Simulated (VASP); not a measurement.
Set up this calculation in VASP 6.6.1, as the native input.

```yaml
Task: single point
Functional: PBE
Potentials_or_basis: VASP PAW PBE potentials, release 64 (Be)
Cutoff: 520 eV
k_mesh: 24 × 24 × 14
Occupations: fermi-dirac, width 0.1 eV
Spin: no spin polarisation
Dipole_correction: no
Further_INCAR_settings: ALGO = Fast; EDIFF = 1e-07; NBANDS = 9
```

The structure of Be lies in POSCAR:

```
Be
1.0
    1.9719414208      0.0000000000      0.0000000000
   -0.9859707104      1.7077513652      0.0000000000
    0.0000000000      0.0000000000      3.1511472147
Be
2
Direct
    0.3333333333      0.6666666667      0.2500000000
    0.6666666667      0.3333333333      0.7500000000
```

One way to write it, as run:

INCAR

```
ALGO = Fast ; EDIFF = 1E-7
ENCUT = 520 ; GGA = PE
ISIF = 2 ; ISMEAR = -1
LASPH = True ; LCHARG = True
LELF = True ; LREAL = False
LVHAR = True ; LWAVE = False
NBANDS = 9 ; NELM = 100
PREC = Accurate ; SIGMA = 0.1
```

KPOINTS

```
k-points
0
Gamma
  24 24 14
```

Potentials or basis: VASP PAW PBE potentials, release 64 (Be).

Launch:

```sh
$ cat potpaw_PBE.64/Be/POTCAR > POTCAR
$ mpirun -np 1 vasp_std > vasp.out
```

It gave:

```
Pressure               : 95.2 GPa
Band gap on the k mesh : zero (band 2 reaches 11.92 eV, above the bottom of band 3 at 9.35 eV)
```

Wall time 20 s on 1 thread of Intel(R) Xeon(R) Platinum 8488C (Sapphire Rapids) (shared host), peak memory 0.14 GiB.
